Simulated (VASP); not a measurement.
# B5As4 in VASP: single point with PBE

Aim: the single point of B5As4 with PBE.

Program: VASP 6.6.1. These are calculated values, not measurements. Logs are shortened: lines on timing, memory, paths and dates and some standing lists are left out, and cuts for length are marked.

## (1) The cell of the first run

The cell holds a slab with vacuum, 9 atoms: a = 3.400 Å, b = 3.400 Å, c = 24.618 Å, α = 90.00°, β = 90.00°, γ = 90.00°.

## (2) Single point, PBE, collinear spin

Input file INCAR:

```
PREC     = Accurate       # precision mode
ENCUT    = 520            # plane-wave cutoff, eV
EDIFF    = 1E-7           # SCF threshold, eV
ISMEAR   = 0              # smearing method
SIGMA    = 0.05           # smearing width, eV
LREAL    = F              # projectors in reciprocal space
LASPH    = T              # aspherical terms in the spheres
NELM     = 150            # most SCF steps
ALGO     = Normal         # electronic algorithm
ISIF     = 2              # what is computed and relaxed
LWAVE    = F              # write WAVECAR
LCHARG   = T              # write CHGCAR
ISPIN    = 2              # spin polarisation
MAGMOM   = 1 0 0 0 1 0 0 0 0 # initial moments
LORBIT   = 11             # projections on sites
LDIPOL   = T            
IDIPOL   = 3            
DIPOL    = 0.5 0.5 0.500
GGA      = PE             # functional
LELF     = T              # ELF
LVHAR    = T            
LVACPOTAV= T            
NBANDS   = 32             # bands
```

Input file KPOINTS:

```
regular mesh
0
Gamma
  8 8 1
```

Input file POSCAR:

```
B5As4
1.0
    3.4003508741      0.0000000000      0.0000000000
    0.0000000000      3.4003508741      0.0000000000
    0.0000000000      0.0000000000     24.6176446460
B As
5 4
Direct
    0.5000000000      0.5000000000      0.3046595281
    0.0000000000      0.0000000000      0.4023297640
    0.5000000000      0.5000000000      0.5000000000
    0.0000000000      0.0000000000      0.5976702360
    0.5000000000      0.5000000000      0.6953404719
    0.5000000000      0.0000000000      0.3534946461
    0.0000000000      0.5000000000      0.4511648820
    0.5000000000      0.0000000000      0.5488351180
    0.0000000000      0.5000000000      0.6465053539
```

Potentials or basis: VASP PAW PBE potentials, release 64 (B, As).

Run with:

```
cat potpaw_PBE.64/B/POTCAR potpaw_PBE.64/As/POTCAR > POTCAR
mpirun -np 1 vasp_std > vasp.out
```

OUTCAR:

```text
PREC = Accurate
   ENCUT = 520
   EDIFF = 1E-7
   ISMEAR = 0
   LREAL = F
   LASPH = T
   NELM = 150
   ISIF = 2
   ISPIN = 2
   LORBIT = 11
   GGA = PE

 ion  position               nearest neighbor table
   1  0.500  0.500  0.305-   6 2.08   6 2.08
   2  0.000  0.000  0.402-   6 2.08   6 2.08   7 2.08   7 2.08
   3  0.500  0.500  0.500-   7 2.08   8 2.08   8 2.08   7 2.08
   4  0.000  0.000  0.598-   9 2.08   9 2.08   8 2.08   8 2.08
   5  0.500  0.500  0.695-   9 2.08   9 2.08
   6  0.500  0.000  0.353-   2 2.08   2 2.08   1 2.08   1 2.08
   7  0.000  0.500  0.451-   2 2.08   3 2.08   2 2.08   3 2.08
   8  0.500  0.000  0.549-   3 2.08   4 2.08   3 2.08   4 2.08
   9  0.000  0.500  0.647-   4 2.08   4 2.08   5 2.08   5 2.08

  LATTYP: Found a simple tetragonal cell.
 ALAT       =     3.4003508741
 C/A-ratio  =     7.2397365912

  Lattice vectors:

 A1 = (   3.4003508741,   0.0000000000,   0.0000000000)
 A2 = (   0.0000000000,   3.4003508741,   0.0000000000)
 A3 = (   0.0000000000,   0.0000000000,  24.6176446460)

Analysis of symmetry for initial positions (statically):
=====================================================================
 Subroutine PRICEL returns:
 Original cell was already a primitive cell.

 Routine SETGRP: Setting up the symmetry group for a
 simple tetragonal supercell.

 Subroutine GETGRP returns: Found  8 space group operations
 (whereof  8 operations were pure point group operations)
 out of a pool of 16 trial point group operations.

The static configuration has the point symmetry D_2d.

Analysis of symmetry for dynamics (positions and initial velocities):
=====================================================================
 Subroutine PRICEL returns:
 Original cell was already a primitive cell.

 Routine SETGRP: Setting up the symmetry group for a
 simple tetragonal supercell.

 Subroutine GETGRP returns: Found  8 space group operations
 (whereof  8 operations were pure point group operations)
 out of a pool of 16 trial point group operations.

The dynamic configuration has the point symmetry D_2d.

Analysis of structural, dynamic, and magnetic symmetry:
=====================================================================
 Subroutine PRICEL returns:
 Original cell was already a primitive cell.

 Routine SETGRP: Setting up the symmetry group for a
 simple tetragonal supercell.

 Subroutine GETGRP returns: Found  8 space group operations
 (whereof  8 operations were pure point group operations)
 out of a pool of 16 trial point group operations.

The overall configuration has the point symmetry D_2d.

[... 156 lines left out ...]

 val. band max:       -0.2453648144   @ k =   0.5000   0.3750   0.0000
 cond. band min:      -0.1866567193   @ k =   0.3750   0.0000   0.0000
 fundamental gap:      0.0587080951
 Fermi energy:        -0.2404851591

 spin component 1

 k-point     1 :       0.0000    0.0000    0.0000
  band No.  band energies     occupation
      1     -15.7375      1.00000
      2     -15.0027      1.00000
      3     -13.8811      1.00000
      4     -12.6102      1.00000
      5      -8.7684      1.00000
      6      -7.3167      1.00000
[... 469 lines left out ...]
     28       4.0965      0.00000
     29       5.1363      0.00000
 Fermi energy:        -0.2404851591

 spin component 2

 k-point     1 :       0.0000    0.0000    0.0000
  band No.  band energies     occupation
      1     -15.6670      1.00000
      2     -14.8754      1.00000
      3     -13.7326      1.00000
      4     -12.4949      1.00000
      5      -8.5045      1.00000
      6      -6.8283      1.00000
[... 469 lines left out ...]
     28       4.5642      0.00000
     29       5.3197      0.00000
 [bands above 29 left out]

------------------------ aborting loop because EDIFF is reached ----------------------------------------

  FORCE on cell =-STRESS in cart. coord.  units (eV):
  Direction    XX          YY          ZZ          XY          YZ          ZX
  --------------------------------------------------------------------------------------
  -------------------------------------------------------------------------------------
  Total       -1.0007869     -1.0007869     -2.3897281      0.0000000      0.0000000      0.0000000
  in kB       -5.6332397     -5.6332397    -13.4513264      0.0000000      0.0000000      0.0000000
  external PRESSURE =      -8.2392686 kB  Pullay stress =       0.0000000 kB

 VOLUME and BASIS-vectors are now :
 -----------------------------------------------------------------------------
  energy-cutoff  :      520.00
  volume of cell :      284.64
      direct lattice vectors                 reciprocal lattice vectors
     3.400350874  0.000000000  0.000000000     0.294087298  0.000000000  0.000000000
     0.000000000  3.400350874  0.000000000     0.000000000  0.294087298  0.000000000
     0.000000000  0.000000000 24.617644646     0.000000000  0.000000000  0.040621270

 POSITION                                       TOTAL-FORCE (eV/Angst)
 -----------------------------------------------------------------------------------
      1.70018      1.70018      7.50000        -0.000000      0.000000      1.284207
      0.00000      0.00000      9.90441        -0.000000      0.000000      0.183539
      1.70018      1.70018     12.30882         0.000000      0.000000      0.000000
      0.00000      0.00000     14.71323        -0.000000      0.000000     -0.183539
      1.70018      1.70018     17.11764         0.000000      0.000000     -1.284207
      1.70018      0.00000      8.70221        -0.000000      0.000000     -1.506466
      0.00000      1.70018     11.10662         0.000000      0.000000     -0.002120
      1.70018      0.00000     13.51103         0.000000      0.000000      0.002120
      0.00000      1.70018     15.91544         0.000000      0.000000      1.506466
 -----------------------------------------------------------------------------------
    total drift:                                0.000000      0.000000     -0.000000

  FREE ENERGIE OF THE ION-ELECTRON SYSTEM (eV)
  ---------------------------------------------------
  free  energy   TOTEN  =       -45.6959458681 eV

  energy  without entropy=      -45.6938281597  energy(sigma->0) =      -45.69488701

 vacuum level on the upper side and lower side of the slab         4.844         4.844

 total charge

# of ion       s       p       d       tot
------------------------------------------
    1        0.714   0.855   0.000   1.569
    2        0.666   1.139   0.000   1.805
    3        0.658   1.154   0.000   1.812
    4        0.666   1.139   0.000   1.805
    5        0.714   0.855   0.000   1.569
    6        1.176   1.618   0.088   2.883
    7        1.176   1.640   0.085   2.901
    8        1.176   1.640   0.085   2.901
    9        1.176   1.618   0.088   2.883
--------------------------------------------------
tot          8.122  11.659   0.348  20.128

 magnetization (x)

# of ion       s       p       d       tot
------------------------------------------
    1        0.135   0.326   0.000   0.462
    2        0.014   0.047   0.000   0.062
    3        0.005   0.020   0.000   0.025
    4        0.014   0.047   0.000   0.062
    5        0.135   0.326   0.000   0.462
    6        0.005   0.028   0.016   0.050
    7        0.003   0.011   0.003   0.017
    8        0.003   0.011   0.003   0.017
    9        0.005   0.028   0.016   0.050
--------------------------------------------------
tot          0.321   0.845   0.038   1.205
```

OSZICAR:

```text
N       E                     dE             d eps       ncg     rms          rms(c)
DAV:   1     0.170790367436E+03    0.17079E+03   -0.12191E+04  1920   0.834E+02
DAV:   2    -0.286302727617E+02   -0.19942E+03   -0.18664E+03  2648   0.162E+02
DAV:   3    -0.468459166123E+02   -0.18216E+02   -0.17802E+02  2456   0.509E+01
[... 21 lines left out ...]
DAV:  25    -0.456959428710E+02   -0.93876E-05   -0.36574E-07  2040   0.994E-04    0.130E-04
DAV:  26    -0.456959451230E+02   -0.22520E-05   -0.80428E-08  2048   0.543E-04    0.683E-05
DAV:  27    -0.456959456705E+02   -0.54746E-06   -0.77461E-09  1928   0.270E-04    0.310E-05
DAV:  28    -0.456959458096E+02   -0.13909E-06   -0.17873E-09  1680   0.143E-04    0.162E-05
DAV:  29    -0.456959458681E+02   -0.58493E-07   -0.50922E-10  1624   0.763E-05
   1 F= -.45695946E+02 E0= -.45694887E+02  d E =-.211771E-02  mag=     2.5000
```

stdout:

```text
POSCAR found type information on POSCAR B As
 POSCAR found :  2 types and       9 ions
 scaLAPACK will be used
 LDA part: xc-table for (Slater+PW92), standard interpolation
 POSCAR, INCAR and KPOINTS ok, starting setup
 FFT: planning ... GRIDC
 FFT: planning ... GRID_SOFT
 FFT: planning ... GRID
 WAVECAR not read
 entering main loop
 -----------------------------------------------------------------------------
|                                                                             |
|           W    W    AA    RRRRR   N    N  II  N    N   GGGG   !!!           |
|           W    W   A  A   R    R  NN   N  II  NN   N  G    G  !!!           |
|           W    W  A    A  R    R  N N  N  II  N N  N  G       !!!           |
|           W WW W  AAAAAA  RRRRR   N  N N  II  N  N N  G  GGG   !            |
|           WW  WW  A    A  R   R   N   NN  II  N   NN  G    G                |
|           W    W  A    A  R    R  N    N  II  N    N   GGGG   !!!           |
|                                                                             |
|     Did not find any points to average over, which means that no vacuum     |
|     field-free region was found. Please increase the size of  your cell     |
|     in the dimension of the dipole correction to obtain accurate            |
|     workfunction values.                                                    |
|                                                                             |
 -----------------------------------------------------------------------------
```

Run time: 10 min. Hardware: 1 thread of Intel Xeon Platinum 8375C at 2.90GHz (Ice Lake), shared host; peak memory 0.61 GiB.

Results:

| Property | Result |
| --- | --- |
| Free energy | -45.6959 eV |
| Largest force | 1.506 eV/Å |
| Net moment | 2.50 μB per cell |
| Site moments | B +0.46, +0.06, +0.03; As +0.05, +0.02 μB |
| Valence electrons inside the program's atomic spheres | B 1.57, 1.80, 1.81; As 2.88, 2.90 |

Forces in eV/Å, atoms in the order of the input:
```
B    0.000  0.000  1.284
B    0.000  0.000  0.184
B    0.000  0.000  0.000
B    0.000  0.000 -0.184
B    0.000  0.000 -1.284
As   0.000  0.000 -1.506
As   0.000  0.000 -0.002
As   0.000  0.000  0.002
As   0.000  0.000  1.506
```
